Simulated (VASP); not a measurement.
Wanted: the native input for a VASP 6.6.1 run.

```
Task                   : single point
Functional             : LDA
Potentials or basis    : VASP PAW LDA potentials, release 64 (Sb)
Cutoff                 : 520 eV
k mesh                 : 10 × 10 × 10
Occupations            : gaussian, width 0.1 eV
Spin                   : no spin polarisation
Dipole correction      : no
Further INCAR settings : ALGO = Normal; EDIFF = 1e-07; NBANDS = 8
```

The structure of Sb lies in POSCAR:

```
Sb
1.0
   -1.8713408863      1.8713408863      1.8713408863
    1.8713408863     -1.8713408863      1.8713408863
    1.8713408863      1.8713408863     -1.8713408863
Sb
1
Direct
    0.0000000000      0.0000000000      0.0000000000
```

One way to write it, as run:

INCAR

```
  PREC = Accurate
  ENCUT = 520
  EDIFF = 1E-7
  ISMEAR = 0
  SIGMA = 0.1
  LREAL = F
  LASPH = T
  NELM = 60
  ALGO = Normal
  ISIF = 2
  LWAVE = F
  LCHARG = T
  GGA = CA
  LELF = T
  LVHAR = T
  NBANDS = 8
```

KPOINTS

```
Automatic mesh
0
Gamma
  10 10 10
```

Potentials or basis: VASP PAW LDA potentials, release 64 (Sb).

The run is started by

```console
$ cat potpaw_LDA.64/Sb/POTCAR > POTCAR
$ mpirun -np 1 vasp_std > vasp.out
```

Results of the run:

The pressure is -1.1 GPa.

Wall time 7.4 s on 1 thread of AMD EPYC 7R43 64-Core Processor (Zen 3), with other jobs on the host, peak memory 0.09 GiB.
